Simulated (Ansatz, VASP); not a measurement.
**One calculation of CuI2, two programs**

File POSCAR:

```
CuI2
1.0
    0.0000000000      3.5112550600      3.5112550600
    3.5112550600      0.0000000000      3.5112550600
    3.5112550600      3.5112550600      0.0000000000
Cu I
1 2
Direct
    0.0000000000      0.0000000000      0.0000000000
    0.2500000000      0.2500000000      0.2500000000
    0.7500000000      0.7500000000      0.7500000000
```

File INCAR.step1:

```
SYSTEM = CuI2
PREC = Accurate
ENCUT = 520
ISMEAR = 0
SIGMA = 0.05
LREAL = .False.
LASPH = .True.
NELM = 150
ISPIN = 2
MAGMOM = 0 0 0
LMAXMIX = 4
LDAU = .True.
LDAUTYPE = 2
LDAUL = 2 -1
LDAUU = 3 0
LDAUJ = 0 0
NBANDS = 24
GGA = PE
ALGO = Normal
EDIFF = 1E-4
LWAVE = .True.
LCHARG = .False.
```

File INCAR.step2:

```
SYSTEM = CuI2
PREC = Accurate
ENCUT = 520
EDIFF = 1E-6
ISMEAR = 0
SIGMA = 0.05
LREAL = .False.
LASPH = .True.
NELM = 150
ALGO = Normal
ISIF = 2
LWAVE = .False.
LCHARG = .False.
ISPIN = 2
MAGMOM = 0 0 0
LORBIT = 11
LMAXMIX = 4
LDAU = .True.
LDAUTYPE = 2
LDAUL = 2 -1
LDAUU = 3 0
LDAUJ = 0 0
LDAUPRINT = 1
METAGGA = R2SCAN
LMIXTAU = .True.
NBANDS = 24
ISTART = 1
```

Contents of KPOINTS:

```
regular mesh
0
Gamma
  5 5 5
  0 0 0
```

The input input.yaml:

```yaml
crystal:
  lattice:
    - [0.0, 3.51125506, 3.51125506]
    - [3.51125506, 0.0, 3.51125506]
    - [3.51125506, 3.51125506, 0.0]
  atoms:
    - { symbol: Cu, position: [0.0, 0.0, 0.0] }
    - { symbol: I, position: [0.25, 0.25, 0.25] }
    - { symbol: I, position: [0.75, 0.75, 0.75] }
hamiltonian:
  xc: r2scan
  pseudopotentials: { kind: paw }
  hubbard: { sites: [{ species: Cu, l: d, u_eff: 3.0 }] }
magnetization:
  spin_polarized: true
kpoints:
  mp_grid: { grid: [5, 5, 5] }
scf:
  occupations: { method: gaussian, width: 0.05 }
output:
  forces: true
  stress: true
  eigenvalues: true
```

Alike in both runs: task single point; functional r2SCAN; k mesh 5 × 5 × 5; occupations gaussian, width 0.05 eV; collinear spin; Hubbard terms Cu d U = 3.0 eV.

|  | VASP | Ansatz |
| --- | --- | --- |
| version | VASP 6.6.1 | Ansatz 0.2.0 |
| potentials or method | VASP PAW PBE potentials, release 64 (Cu, I) | Ansatz PAW |
| plane-wave cutoff (eV) | 520 | 500 |
| valence electrons in the cell | 25 | 53 |

|  | VASP | Ansatz | Ansatz less VASP |
| --- | --- | --- | --- |
| gap on the k mesh at the Fermi level (eV) | none | none | - |
| pressure (GPa) | 2.4 | 2.4 | +0.02 |
| net moment per atom (μB) | 0.00 | 0.00 | 0.000 |

VASP's potentials were made for PBE, not for r2SCAN. The programs project onto different local orbitals, so the same U acts differently, and such runs can settle in different states. A gap of «none» marks a metal or a gap that the smearing closes. VASP's potentials hold 25 valence electrons a cell and Ansatz's 53, so a difference there can come from the potentials and not from the codes.

Spin-orbit coupling is off throughout. Noted on Ansatz's run: the magnetic or orbital state may not be the lowest.
